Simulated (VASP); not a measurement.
Wanted: the native input for a VASP 6.6.1 run.

| Property | Result |
| --- | --- |
| Task | relaxation of cell and atoms |
| Functional | PBE |
| Potentials or basis | VASP PAW PBE potentials, release 64 (Mg, I) |
| Cutoff | 600 eV |
| k mesh | 12 × 12 × 6 |
| Occupations | gaussian, width 0.1 eV |
| Spin | no spin polarisation |
| Dipole correction | no |
| Further INCAR settings | ALGO = Normal; EDIFF = 1e-07; IBRION = 2; EDIFFG = -0.01; NSW = 100; ISIF = 3 |

The structure of MgI lies in POSCAR:

```
MgI
1.0
    4.1315191182      0.0000000000      0.0000000000
   -2.0657595591      3.5780005126      0.0000000000
    0.0000000000      0.0000000000      9.9747116191
Mg I
2 2
Direct
    0.3333333333      0.6666666667      0.3421303459
    0.6666666667      0.3333333333      0.8421303459
    0.3333333333      0.6666666667      1.0310045841
    0.6666666667      0.3333333333      0.5310045841
```

The input as run:

INCAR

```
ALGO = Normal
EDIFF = 1E-7
EDIFFG = -0.01
ENCUT = 600
GGA = PE
IBRION = 2
ISIF = 3
ISMEAR = 0
LASPH = True
LCHARG = False
LREAL = False
LWAVE = False
NELM = 100
NSW = 100
PREC = Accurate
SIGMA = 0.1
```

KPOINTS

```
k-points
0
Gamma
  12 12 6
```

Potentials or basis: VASP PAW PBE potentials, release 64 (Mg, I).

Command:

```sh
$ cat potpaw_PBE.64/Mg/POTCAR potpaw_PBE.64/I/POTCAR > POTCAR
$ mpirun -np 1 vasp_std > vasp.out
```

Results of the run:

```
Relaxed volume                        : 36.81 Å³/atom
Relaxed cell                          : a = 4.130 Å, b = 4.130 Å, c = 9.968 Å, α = 90.00°, β = 90.00°, γ = 120.00°
Space group after relaxing (to 0.1 Å) : P6_3mc (No. 186)
Energy gained by relaxing             : 0.0 meV/atom
Ionic steps                           : 2
Pressure after relaxing               : 0.0 GPa
Band gap on the k mesh                : zero (bands 9 and 10 overlap by 1.22 eV)
```

Caveat: spin-orbit coupling is left out, which moves the levels of the heavy elements.

It took 8.1 min on 1 thread of Intel Xeon 8259CL, on a shared host, peak memory 0.46 GiB.
